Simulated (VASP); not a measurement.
# Pt in VASP: further runs, part 2 of 2

VASP 6.6.1. Earlier steps stand in the parts before.

## (3) Single point, PBE

This run uses another cell than the first one, of 18.11 Å³/atom.

INCAR reads:

```
SYSTEM = Pt
ALGO     = Normal         ! electronic algorithm
EDIFF    = 1E-7           ! SCF threshold, eV
ENCUT    = 520            ! plane-wave cutoff, eV
GGA      = PE             ! functional
ISIF     = 2              ! what is computed and relaxed
ISMEAR   = 0              ! smearing method
LASPH    = .True.         ! aspherical terms in the spheres
LCHARG   = .True.         ! write CHGCAR
LELF     = .True.         ! ELF
LREAL    = .False.        ! projectors in reciprocal space
LVHAR    = .True.       
LWAVE    = .False.        ! write WAVECAR
NBANDS   = 11             ! bands
NELM     = 100            ! most SCF steps
PREC     = Accurate       ! precision mode
SIGMA    = 0.1            ! smearing width, eV
```

KPOINTS reads:

```
k-points
0
Gamma
  8 8 8
  0 0 0
```

POSCAR reads:

```
Pt
1.0
    2.6262515521      0.0000000000      0.0000000000
    0.0000000000      2.6262515521      0.0000000000
    0.0000000000      0.0000000000      2.6264101639
Pt
1
Direct
    0.5000000000      0.5000000000      0.5000000000
```

Potentials or basis: VASP PAW PBE potentials, release 64 (Pt).

Run with:

```bash
cat potpaw_PBE.64/Pt/POTCAR > POTCAR
mpirun -np 1 vasp_std > vasp.out
```

OUTCAR:

```text
SYSTEM = Pt
   EDIFF = 1E-7
   ENCUT = 520
   GGA = PE
   ISIF = 2
   ISMEAR = 0
   LASPH = .True.
   LREAL = .False.
   NELM = 100
   PREC = Accurate

 ion  position               nearest neighbor table
   1  0.500  0.500  0.500-

  LATTYP: Found a simple tetragonal cell.
 ALAT       =     2.6262515521
 C/A-ratio  =     1.0000603947

  Lattice vectors:

 A1 = (   2.6262515521,   0.0000000000,   0.0000000000)
 A2 = (   0.0000000000,   2.6262515521,   0.0000000000)
 A3 = (   0.0000000000,   0.0000000000,   2.6264101639)

Analysis of symmetry for initial positions (statically):
=====================================================================
 Subroutine PRICEL returns:
 Original cell was already a primitive cell.

 Routine SETGRP: Setting up the symmetry group for a
 simple tetragonal supercell.

 Subroutine GETGRP returns: Found 16 space group operations
 (whereof 16 operations were pure point group operations)
 out of a pool of 16 trial point group operations.

The static configuration has the point symmetry D_4h.

Analysis of symmetry for dynamics (positions and initial velocities):
=====================================================================
 Subroutine PRICEL returns:
 Original cell was already a primitive cell.

 Routine SETGRP: Setting up the symmetry group for a
 simple tetragonal supercell.

 Subroutine GETGRP returns: Found 16 space group operations
 (whereof 16 operations were pure point group operations)
 out of a pool of 16 trial point group operations.

The dynamic configuration has the point symmetry D_4h.

 Subroutine INISYM returns: Found 16 space group operations
 (whereof 16 operations are pure point group operations),
 and found     1 'primitive' translations

----------------------------------------------------------------------------------------

                                     Primitive cell

  volume of cell :      18.1149

  direct lattice vectors                    reciprocal lattice vectors
     2.626251552  0.000000000  0.000000000     0.380770836  0.000000000  0.000000000
     0.000000000  2.626251552  0.000000000     0.000000000  0.380770836  0.000000000
     0.000000000  0.000000000  2.626410164     0.000000000  0.000000000  0.380747841

  length of vectors
     2.626251552  2.626251552  2.626410164     0.380770836  0.380770836  0.380747841

  position of ions in fractional coordinates (direct lattice)
     0.500000000  0.500000000  0.500000000

  ion indices of the primitive-cell ions
   primitive index   ion index
                 1           1

----------------------------------------------------------------------------------------

 KPOINTS: k-points

Automatic generation of k-mesh.
 Grid dimensions read from file:
 generate k-points for:    8    8    8

 Generating k-lattice:

  Cartesian coordinates                     Fractional coordinates (reciprocal lattice)
     0.047596355  0.000000000  0.000000000     0.125000000  0.000000000  0.000000000
     0.000000000  0.047596355  0.000000000     0.000000000  0.125000000  0.000000000
     0.000000000  0.000000000  0.047593480     0.000000000  0.000000000  0.125000000

  Length of vectors
     0.047596355  0.047596355  0.047593480

  Shift w.r.t. Gamma in fractional coordinates (k-lattice)
     0.000000000  0.000000000  0.000000000

 Subroutine IBZKPT returns following result:
 ===========================================

 Found     75 irreducible k-points:

 Following reciprocal coordinates:
            Coordinates               Weight
  0.000000  0.000000  0.000000      1.000000
  0.125000  0.000000  0.000000      4.000000
  0.250000  0.000000  0.000000      4.000000
  0.375000  0.000000  0.000000      4.000000
  0.500000  0.000000  0.000000      2.000000
  0.125000  0.125000  0.000000      4.000000
[... 16 lines left out ...]
  0.375000  0.125000  0.125000     16.000000
  0.500000  0.125000  0.125000      8.000000
 [... further k-points ...]
   k-points           NKPTS =     75   k-points in BZ     NKDIM =     75   number of bands    NBANDS=     11
   number of dos      NEDOS =    301   number of ions     NIONS =      1
   total plane-waves  NPLWV =   8000
   dimension x,y,z NGX =    20 NGY =   20 NGZ =   20
   dimension x,y,z NGXF=    40 NGYF=   40 NGZF=   40
   ions per type =               1
   NGX,Y,Z   is equivalent  to a cutoff of  12.66, 12.66, 12.66 a.u.
   NGXF,Y,Z  is equivalent  to a cutoff of  25.32, 25.32, 25.32 a.u.
 SYSTEM =  Pt
   PREC   = accura    normal or accurate (medium, high low for compatibility)
   ISTART =      0    job   : 0-new  1-cont  2-samecut
   ICHARG =      2    charge: 1-file 2-atom 10-const
   ISPIN  =      1    spin polarized calculation?
   LNONCOLLINEAR =      F non collinear calculations
   LSORBIT =      F    spin-orbit coupling
   LASPH  =      T    aspherical Exc in radial PAW
   ENCUT  =  520.0 eV  38.22 Ry    6.18 a.u.   4.88  4.88  4.88*2*pi/ulx,y,z
   NELM   =    100;   NELMIN=  2; NELMDL= -5     # of ELM steps
   EDIFF  = 0.1E-06   stopping-criterion for ELM
   LREAL  =      F    real-space projection
   EDIFFG = 0.1E-05   stopping-criterion for IOM
   NSW    =      0    number of steps for IOM
   IBRION =     -1    ionic relax: 0-MD 1-quasi-New 2-CG
   NFREE  =      0    steps in history (QN), initial steepest desc. (CG)
   ISIF   =      2    stress and relaxation
   ISYM   =      2    0-nonsym 1-usesym 2-fastsym
   POTIM  = 0.5000    time-step for ionic-motion
   TEBEG  =    0.0;   TEEND  =   0.0 temperature during run
   PSTRESS=    0.0 pullay stress
   NELECT =      10.0000    total number of electrons
   NUPDOWN=      -1.0000    fix difference up-down
   EMIN   =  10.00;   EMAX   =-10.00  energy-range for DOS
   EFERMI =   0.00;   METHOD = LEGACY
   ISMEAR =     0;   SIGMA  =   0.10  broadening in eV -4-tet -1-fermi 0-gaus
   EFERMI_NEDOS =   21; number of points for ismear=-14 and -15
   IALGO  =     38    algorithm
   IMIX   =      4    mixing-type and parameters
     AMIX     =   0.40;   BMIX     =  1.00
     AMIX_MAG =   1.60;   BMIX_MAG =  1.00
  volume/ion in A,a.u.               =      18.11       122.25
  Fermi-wavevector in a.u.,A,eV,Ry     =   1.342960  2.537827 24.538675  1.803542
  Thomas-Fermi vector in A             =   2.471072
   LORBIT       =      0    0 simple, 1 ext, 2 COOP (PROOUT), +10 PAW based schemes
   GGA     = PE    functional components
   LHFCALC =     F    Hartree Fock is set to
   AEXX    =    0.0000 exact exchange contribution
   IVDW    =     0    specifies the selected vdW correction
   LEPSILON=     F    determine dielectric tensor
   LRPA    =     F    only Hartree local field effects (RPA)
 non-spin polarized calculation
 Gauss-broadening in eV      SIGMA  =   0.10
  energy-cutoff  :      520.00
  volume of cell :       18.11
 maximum number of plane-waves:       500
 NGX is ok and might be reduce to    20
   NGX =  9   NGY =  9   NGZ =  9

 number of electron      10.0000002 magnetization

 Free energy of the ion-electron system (eV)
  ---------------------------------------------------
  ext. energy  EPLUGINS =         0.00000000
  ---------------------------------------------------
  free energy    TOTEN  =        -5.57807792 eV

  energy without entropy =       -5.56600633  energy(sigma->0) =       -5.57204212

 E-fermi :   8.1752     XC(G=0): -12.2622

 val. band max:        8.1463726155   @ k =   0.1250   0.0000   0.1250
 cond. band min:       8.1757718046   @ k =   0.3750   0.0000   0.5000
 fundamental gap:      0.0293991892
 Fermi energy:         8.1751743488

 k-point     1 :       0.0000    0.0000    0.0000
  band No.  band energies     occupation
      1      -0.2041      2.00000
      2       2.5363      2.00000
      3       2.5368      2.00000
      4       8.4262      0.00038
      5       8.4262      0.00038
      6       8.4265      0.00038
      7      23.3076      0.00000
      8      23.3101      0.00000
      9      23.3101      0.00000
     10      28.9848      0.00000
     11      31.6804      0.00000
[... 309 lines left out ...]
 k-point    24 :       0.5000    0.1250    0.1250
  band No.  band energies     occupation
      1       3.3387      2.00000
      2       3.7510      2.00000
      3       4.8472      2.00000
      4       5.7909      2.00000
      5       7.9452      1.99885
      6       9.9510      0.00000
      7      12.6362      0.00000
      8      25.1995      0.00000
      9      26.2964      0.00000
     10      26.9588      0.00000
     11      28.6127      0.00000

 [... further k-points ...]

------------------------ aborting loop because EDIFF is reached ----------------------------------------

  FORCE on cell =-STRESS in cart. coord.  units (eV):
  Direction    XX          YY          ZZ          XY          YZ          ZX
  --------------------------------------------------------------------------------------
  -------------------------------------------------------------------------------------
  Total       -0.0430921     -0.0430921     -0.0450511      0.0000000      0.0000000      0.0000000
  in kB       -3.8112988     -3.8112988     -3.9845603      0.0000000      0.0000000      0.0000000
  external PRESSURE =      -3.8690526 kB  Pullay stress =       0.0000000 kB

 VOLUME and BASIS-vectors are now :
 -----------------------------------------------------------------------------
  energy-cutoff  :      520.00
  volume of cell :       18.11
      direct lattice vectors                 reciprocal lattice vectors
     2.626251552  0.000000000  0.000000000     0.380770836  0.000000000  0.000000000
     0.000000000  2.626251552  0.000000000     0.000000000  0.380770836  0.000000000
     0.000000000  0.000000000  2.626410164     0.000000000  0.000000000  0.380747841

 POSITION                                       TOTAL-FORCE (eV/Angst)
 -----------------------------------------------------------------------------------
      1.31313      1.31313      1.31321         0.000000      0.000000      0.000000
 -----------------------------------------------------------------------------------
    total drift:                               -0.000000      0.000000     -0.000000

  FREE ENERGIE OF THE ION-ELECTRON SYSTEM (eV)
  ---------------------------------------------------
  free  energy   TOTEN  =        -5.5780779197 eV

  energy  without entropy=       -5.5660063291  energy(sigma->0) =       -5.57204212
```

Run time: 13 s. Hardware: 1 thread of Intel Xeon 8259CL, shared host; peak memory 0.13 GiB.

Results:

```yaml
Free_energy: -5.5781 eV
Pressure: -0.4 GPa
Band_gap_on_the_k_mesh: zero (bands 5 and 6 overlap by 2.96 eV)
```

Caveat: spin-orbit coupling is left out, which moves the levels of the heavy elements.
